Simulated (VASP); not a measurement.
# BN (P6_3mc) in VASP: single point with LDA

Aim: the single point of BN with LDA.

Program: VASP 6.6.1. These are calculated values, not measurements. Logs are shortened: lines on timing, memory, paths and dates and some standing lists are left out, and cuts for length are marked.

**1. The cell of the first run**

It takes space group P6_3mc (No. 186, hexagonal). The conventional cell has a = 2.523 Å, b = 2.523 Å, c = 4.175 Å, α = 90.00°, β = 90.00°, γ = 120.00°. N (site symmetry 3m) has 4 B at 1.55 to 1.56 Å within 2.1 Å. Within 2.1 Å of B (site symmetry 3m) lie 4 N at 1.55 to 1.56 Å.

**2. Single point, LDA**

Contents of INCAR:

```
SYSTEM = BN
PREC     = Accurate       ! precision mode
ENCUT    = 1330           ! plane-wave cutoff, eV
EDIFF    = 1E-6           ! SCF threshold, eV
ISMEAR   = -1             ! smearing method
SIGMA    = 0.05           ! smearing width, eV
LREAL    = .False.        ! projectors in reciprocal space
LASPH    = .True.         ! aspherical terms in the spheres
NELM     = 120            ! most SCF steps
ALGO     = Normal         ! electronic algorithm
ISIF     = 2              ! what is computed and relaxed
LWAVE    = .False.        ! write WAVECAR
LCHARG   = .False.        ! write CHGCAR
GGA      = CA             ! functional
NBANDS   = 16             ! bands
GGA_COMPAT= .False.
```

Contents of KPOINTS:

```
regular mesh
0
Gamma
  12 12 6
  0 0 0
```

Contents of POSCAR:

```
BN
1.0
    2.5232192016      0.0000000000      0.0000000000
   -1.2616096008      2.1851719278      0.0000000000
    0.0000000000      0.0000000000      4.1751640044
N B
2 2
Direct
    0.3333333333      0.6666666667      0.1253021087
    0.6666666667      0.3333333333      0.6253021087
    0.3333333333      0.6666666667      0.4996978913
    0.6666666667      0.3333333333      0.9996978913
```

Potentials or basis: VASP PAW LDA potentials, release 64 (N_h, B_h).

Launch:

```
> cat potpaw_LDA.64/N_h/POTCAR potpaw_LDA.64/B_h/POTCAR > POTCAR
> mpirun -np 1 vasp_std > vasp.out
```

OUTCAR:

```text
SYSTEM = BN
   PREC = Accurate
   ENCUT = 1330
   EDIFF = 1E-6
   ISMEAR = -1
   LREAL = .False.
   LASPH = .True.
   NELM = 120
   ISIF = 2
   GGA = CA

 ion  position               nearest neighbor table
   1  0.333  0.667  0.125-
   2  0.667  0.333  0.625-
   3  0.333  0.667  0.500-
   4  0.667  0.333  1.000-

  LATTYP: Found a hexagonal cell.
 ALAT       =     2.5232192016
 C/A-ratio  =     1.6546973017

  Lattice vectors:

 A1 = (   2.5232192016,   0.0000000000,   0.0000000000)
 A2 = (  -1.2616096008,   2.1851719278,   0.0000000000)
 A3 = (   0.0000000000,   0.0000000000,   4.1751640044)

Analysis of symmetry for initial positions (statically):
=====================================================================
 Subroutine PRICEL returns:
 Original cell was already a primitive cell.

 Routine SETGRP: Setting up the symmetry group for a
 hexagonal supercell.

 Subroutine GETGRP returns: Found 12 space group operations
 (whereof  6 operations were pure point group operations)
 out of a pool of 24 trial point group operations.

The static configuration has the point symmetry C_3v.
 The point group associated with its full space group is C_6v.

Analysis of symmetry for dynamics (positions and initial velocities):
=====================================================================
 Subroutine PRICEL returns:
 Original cell was already a primitive cell.

 Routine SETGRP: Setting up the symmetry group for a
 hexagonal supercell.

 Subroutine GETGRP returns: Found 12 space group operations
 (whereof  6 operations were pure point group operations)
 out of a pool of 24 trial point group operations.

The dynamic configuration has the point symmetry C_3v.
 The point group associated with its full space group is C_6v.

 Subroutine INISYM returns: Found 12 space group operations
 (whereof  6 operations are pure point group operations),
 and found     1 'primitive' translations

----------------------------------------------------------------------------------------

                                     Primitive cell

  volume of cell :      23.0205

  direct lattice vectors                    reciprocal lattice vectors
     2.523219202  0.000000000  0.000000000     0.396319115  0.228814948  0.000000000
    -1.261609601  2.185171928  0.000000000     0.000000000  0.457629895  0.000000000
     0.000000000  0.000000000  4.175164004     0.000000000  0.000000000  0.239511549

  length of vectors
     2.523219202  2.523219202  4.175164004     0.457629895  0.457629895  0.239511549

  position of ions in fractional coordinates (direct lattice)
     0.333333333  0.666666667  0.125302109
     0.666666667  0.333333333  0.625302109
     0.333333333  0.666666667  0.499697891
     0.666666667  0.333333333  0.999697891

  ion indices of the primitive-cell ions
   primitive index   ion index
                 1           1
                 2           2
                 3           3
                 4           4

----------------------------------------------------------------------------------------

 KPOINTS: regular mesh

Automatic generation of k-mesh.
 Grid dimensions read from file:
 generate k-points for:   12   12    6

 Generating k-lattice:

  Cartesian coordinates                     Fractional coordinates (reciprocal lattice)
     0.033026593  0.019067912  0.000000000     0.083333333  0.000000000  0.000000000
     0.000000000  0.038135825  0.000000000     0.000000000  0.083333333  0.000000000
     0.000000000  0.000000000  0.039918592     0.000000000  0.000000000  0.166666667

  Length of vectors
     0.038135825  0.038135825  0.039918592

  Shift w.r.t. Gamma in fractional coordinates (k-lattice)
     0.000000000  0.000000000  0.000000000

 Subroutine IBZKPT returns following result:
 ===========================================

 Found     76 irreducible k-points:

 Following reciprocal coordinates:
            Coordinates               Weight
  0.000000  0.000000  0.000000      1.000000
  0.083333  0.000000  0.000000      6.000000
  0.166667 -0.000000  0.000000      6.000000
  0.250000  0.000000  0.000000      6.000000
  0.333333  0.000000  0.000000      6.000000
  0.416667 -0.000000  0.000000      6.000000
[... 16 lines left out ...]
  0.250000  0.000000  0.166667     12.000000
  0.333333  0.000000  0.166667     12.000000
 [... further k-points ...]
   k-points           NKPTS =     76   k-points in BZ     NKDIM =     76   number of bands    NBANDS=     16
   number of dos      NEDOS =    301   number of ions     NIONS =      4
   total plane-waves  NPLWV =  45000
   dimension x,y,z NGX =    30 NGY =   30 NGZ =   50
   dimension x,y,z NGXF=    60 NGYF=   60 NGZF=  100
   ions per type =               2   2
   NGX,Y,Z   is equivalent  to a cutoff of  19.77, 19.77, 19.91 a.u.
   NGXF,Y,Z  is equivalent  to a cutoff of  39.53, 39.53, 39.82 a.u.
 SYSTEM =  BN
   PREC   = accura    normal or accurate (medium, high low for compatibility)
   ISTART =      0    job   : 0-new  1-cont  2-samecut
   ICHARG =      2    charge: 1-file 2-atom 10-const
   ISPIN  =      1    spin polarized calculation?
   LNONCOLLINEAR =      F non collinear calculations
   LSORBIT =      F    spin-orbit coupling
   LASPH  =      T    aspherical Exc in radial PAW
   ENCUT  = 1330.0 eV  97.75 Ry    9.89 a.u.   7.50  7.50 12.42*2*pi/ulx,y,z
   NELM   =    120;   NELMIN=  2; NELMDL= -5     # of ELM steps
   EDIFF  = 0.1E-05   stopping-criterion for ELM
   LREAL  =      F    real-space projection
   EDIFFG = 0.1E-04   stopping-criterion for IOM
   NSW    =      0    number of steps for IOM
   IBRION =     -1    ionic relax: 0-MD 1-quasi-New 2-CG
   NFREE  =      0    steps in history (QN), initial steepest desc. (CG)
   ISIF   =      2    stress and relaxation
   ISYM   =      2    0-nonsym 1-usesym 2-fastsym
   POTIM  = 0.5000    time-step for ionic-motion
   TEBEG  =    0.0;   TEEND  =   0.0 temperature during run
   PSTRESS=    0.0 pullay stress
   NELECT =      16.0000    total number of electrons
   NUPDOWN=      -1.0000    fix difference up-down
   EMIN   =  10.00;   EMAX   =-10.00  energy-range for DOS
   EFERMI =   0.00;   METHOD = LEGACY
   ISMEAR =    -1;   SIGMA  =   0.05  broadening in eV -4-tet -1-fermi 0-gaus
   EFERMI_NEDOS =   21; number of points for ismear=-14 and -15
   IALGO  =     38    algorithm
   IMIX   =      4    mixing-type and parameters
     AMIX     =   0.40;   BMIX     =  1.00
     AMIX_MAG =   1.60;   BMIX_MAG =  1.00
  volume/ion in A,a.u.               =       5.76        38.84
  Fermi-wavevector in a.u.,A,eV,Ry     =   1.450141  2.740368 28.611797  2.102908
  Thomas-Fermi vector in A             =   2.567787
   LORBIT       =      0    0 simple, 1 ext, 2 COOP (PROOUT), +10 PAW based schemes
   GGA     = CA    functional components
   LHFCALC =     F    Hartree Fock is set to
   AEXX    =    0.0000 exact exchange contribution
   IVDW    =     0    specifies the selected vdW correction
   LEPSILON=     F    determine dielectric tensor
   LRPA    =     F    only Hartree local field effects (RPA)
 non-spin polarized calculation
  energy-cutoff  :     1330.00
  volume of cell :       23.02
 maximum number of plane-waves:      2567
 NGX is ok and might be reduce to    30
   NGX = 15   NGY = 15   NGZ = 25

 number of electron      16.0000000 magnetization

 Free energy of the ion-electron system (eV)
  ---------------------------------------------------
  ext. energy  EPLUGINS =         0.00000000
  ---------------------------------------------------
  free energy    TOTEN  =       -38.77027082 eV

  energy without entropy =      -38.77027082  energy(sigma->0) =      -38.77027082

 E-fermi :  10.3618     XC(G=0): -13.3860

 val. band max:        9.3834066319   @ k =   0.0000   0.0000   0.0000
 cond. band min:      14.2916239344   @ k =   0.3333   0.3333   0.0000
 fundamental gap:      4.9082173026
 Fermi energy:        10.3617985351

 k-point     1 :       0.0000    0.0000    0.0000
  band No.  band energies     occupation
      1     -11.1705      2.00000
      2      -6.8327      2.00000
      3      -1.8197      2.00000
      4       7.1949      2.00000
      5       7.1949      2.00000
      6       9.0867      2.00000
[... 8 lines left out ...]
     15      21.3489      0.00000
     16      25.6847      0.00000

 k-point     2 :       0.0833    0.0000    0.0000
  band No.  band energies     occupation
      1     -11.0156      2.00000
      2      -6.7123      2.00000
      3      -1.6672      2.00000
      4       6.4983      2.00000
      5       6.9012      2.00000
      6       8.8097      2.00000
[... 8 lines left out ...]
     15      21.8004      0.00000
     16      25.4449      0.00000

 k-point     3 :       0.1667   -0.0000    0.0000
  band No.  band energies     occupation
      1     -10.5552      2.00000
      2      -6.3670      2.00000
      3      -1.2156      2.00000
      4       4.8134      2.00000
      5       6.2140      2.00000
      6       7.3942      2.00000
[... 8 lines left out ...]
     15      22.9726      0.00000
     16      24.7407      0.00000

 k-point     4 :       0.2500    0.0000    0.0000
  band No.  band energies     occupation
      1      -9.8051      2.00000
      2      -5.8591      2.00000
      3      -0.4865      2.00000
      4       2.8065      2.00000
      5       5.4476      2.00000
      6       5.6100      2.00000
[... 8 lines left out ...]
     15      24.4849      0.00000
     16      24.9925      0.00000
[... 324 lines left out ...]
 k-point    22 :       0.1667   -0.0000    0.1667
  band No.  band energies     occupation
      1     -10.3881      2.00000
      2      -6.9431      2.00000
      3      -0.3697      2.00000
      4       4.9597      2.00000
      5       6.3492      2.00000
      6       6.9517      2.00000
[... 8 lines left out ...]
     15      22.6487      0.00000
     16      24.7966      0.00000

 k-point    23 :       0.2500    0.0000    0.1667
  band No.  band energies     occupation
      1      -9.6428      2.00000
      2      -6.3728      2.00000
      3       0.2136      2.00000
      4       3.0222      2.00000
      5       5.1660      2.00000
      6       5.5903      2.00000
[... 8 lines left out ...]
     15      24.1410      0.00000
     16      25.0933      0.00000

 k-point    24 :       0.3333    0.0000    0.1667
  band No.  band energies     occupation
      1      -8.6508      2.00000
      2      -5.7532      2.00000
      3       0.3688      2.00000
      4       1.8491      2.00000
      5       3.3440      2.00000
      6       4.9516      2.00000
[... 8 lines left out ...]
     15      25.5523      0.00000
     16      25.9240      0.00000

 [... further k-points ...]

------------------------ aborting loop because EDIFF is reached ----------------------------------------

  FORCE on cell =-STRESS in cart. coord.  units (eV):
  Direction    XX          YY          ZZ          XY          YZ          ZX
  --------------------------------------------------------------------------------------
  -------------------------------------------------------------------------------------
  Total        0.0913783      0.0913783      0.0894513      0.0000000      0.0000000      0.0000000
  in kB        6.3597440      6.3597440      6.2256300      0.0000000      0.0000000      0.0000000
  external PRESSURE =       6.3150393 kB  Pullay stress =       0.0000000 kB

 VOLUME and BASIS-vectors are now :
 -----------------------------------------------------------------------------
  energy-cutoff  :     1330.00
  volume of cell :       23.02
      direct lattice vectors                 reciprocal lattice vectors
     2.523219202  0.000000000  0.000000000     0.396319115  0.228814948  0.000000000
    -1.261609601  2.185171928  0.000000000     0.000000000  0.457629895  0.000000000
     0.000000000  0.000000000  4.175164004     0.000000000  0.000000000  0.239511549

 POSITION                                       TOTAL-FORCE (eV/Angst)
 -----------------------------------------------------------------------------------
     -0.00000      1.45678      0.52316        -0.000000      0.000000      0.001524
      1.26161      0.72839      2.61074         0.000000     -0.000000      0.001524
     -0.00000      1.45678      2.08632        -0.000000      0.000000     -0.001524
      1.26161      0.72839      4.17390        -0.000000     -0.000000     -0.001524
 -----------------------------------------------------------------------------------
    total drift:                               -0.000000      0.000000      0.000876

  FREE ENERGIE OF THE ION-ELECTRON SYSTEM (eV)
  ---------------------------------------------------
  free  energy   TOTEN  =       -38.7702708186 eV

  energy  without entropy=      -38.7702708186  energy(sigma->0) =      -38.77027082
```

It took 67 s on 1 thread of Intel Xeon Platinum 8259CL at 2.50GHz (Skylake/Cascade Lake), shared host; peak memory 0.22 GiB.

What came out:

```
Free energy            : -38.7703 eV
Pressure               : 0.6 GPa
Band gap on the k mesh : 4.91 eV (least direct gap 8.28 eV)
```

Levels at points of the mesh, in eV from the valence-band top:
| k point | band 4 | band 5 | band 6 | band 7 | band 8 | band 9 | band 10 | band 11 | band 12 | band 13 |
| --- | --- | --- | --- | --- | --- | --- | --- | --- | --- | --- |
| (0.00, 0.00, 0.00) | -2.19 | -2.19 | -0.30 | 0.00 | 0.00 | 8.34 | 8.34 | 8.63 | 9.93 | 11.23 |
| (0.50, 0.00, 0.00) | -7.93 | -7.05 | -5.14 | -4.60 | -2.18 | 6.71 | 7.88 | 10.60 | 11.65 | 13.16 |
| (0.00, 0.00, 0.50) | -5.81 | -1.21 | -1.21 | -1.21 | -1.21 | 9.70 | 9.70 | 9.94 | 9.94 | 9.94 |
| (0.50, 0.00, 0.50) | -10.24 | -3.89 | -3.89 | -3.67 | -3.67 | 6.58 | 6.58 | 10.15 | 10.15 | 14.38 |

A k mesh can miss the band edges.
